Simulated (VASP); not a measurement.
Write the native input for VASP 6.6.1 that does the following.

```
Task                   : single point
Functional             : LDA
Potentials or basis    : VASP PAW LDA potentials, release 64 (Cu)
Cutoff                 : 520 eV
k mesh                 : 15 × 15 × 15
Occupations            : methfessel-paxton, width 0.2 eV
Spin                   : no spin polarisation
Dipole correction      : no
Further INCAR settings : ALGO = Normal; EDIFF = 1e-06; NBANDS = 12
```

The structure of Cu lies in POSCAR:

```
Cu
1.0
    0.0000000000      1.7588202533      1.7588202533
    1.7588202533      0.0000000000      1.7588202533
    1.7588202533      1.7588202533      0.0000000000
Cu
1
Direct
    0.0000000000      0.0000000000      0.0000000000
```

The input as run:

INCAR

```
ALGO = Normal
EDIFF = 1E-6
ENCUT = 520
ISIF = 2
ISMEAR = 1
LASPH = T
LCHARG = F
LREAL = F
LWAVE = F
NBANDS = 12
NELM = 80
PREC = Accurate
SIGMA = 0.2
```

KPOINTS

```
k-points
0
Gamma
  15 15 15
```

Potentials or basis: VASP PAW LDA potentials, release 64 (Cu).

Run with:

```console
$ cat potpaw_LDA.64/Cu/POTCAR > POTCAR
$ mpirun -np 1 vasp_std > vasp.out
```

It gave:

```yaml
Pressure: 0.7 GPa
```

Run time: 9.5 s on 1 thread of Intel Xeon 6975P-C (shared host), peak memory 0.12 GiB.
